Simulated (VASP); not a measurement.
Here is a VASP 6.6.1 calculation.

INCAR

```
SYSTEM = Al
PREC = Accurate
ENCUT = 520
EDIFF = 1E-6
ISMEAR = 0
SIGMA = 0.1
LREAL = .FALSE.
LASPH = .TRUE.
NELM = 60
ALGO = Fast
ISIF = 2
LWAVE = .FALSE.
LCHARG = .FALSE.
GGA = PE
NBANDS = 10
```

Contents of KPOINTS:

```
regular mesh
0
G
  18 18 14
  0 0 0
```

File POSCAR:

```
Al
1.0
    2.1117469314      2.1117469314      0.0000000000
   -2.1117469314      2.1117469314      0.0000000000
    0.0000000000      0.0000000000      3.9324971565
Al
2
Direct
    0.0000000000      0.0000000000      0.0000000000
    0.5000000000      0.5000000000      0.5000000000
```

Potentials or basis: VASP PAW PBE potentials, release 64 (Al).

Launch:

```sh
$ cat potpaw_PBE.64/Al/POTCAR > POTCAR
$ mpirun -np 1 vasp_std > vasp.out
```

Q: Predict the pressure.

A: -3.9 GPa.

Q: Predict the band gap on the k mesh.

A: Zero (band 3 reaches 13.95 eV, above the bottom of band 4 at 3.10 eV).

Stress tensor (GPa, compression positive):
```
-4.60  0.00  0.00
 0.00 -4.60  0.00
 0.00  0.00 -2.48
```

Caveat: the cell differs from its parent crystal (biaxial strain in the a-b plane: +4.5 %).
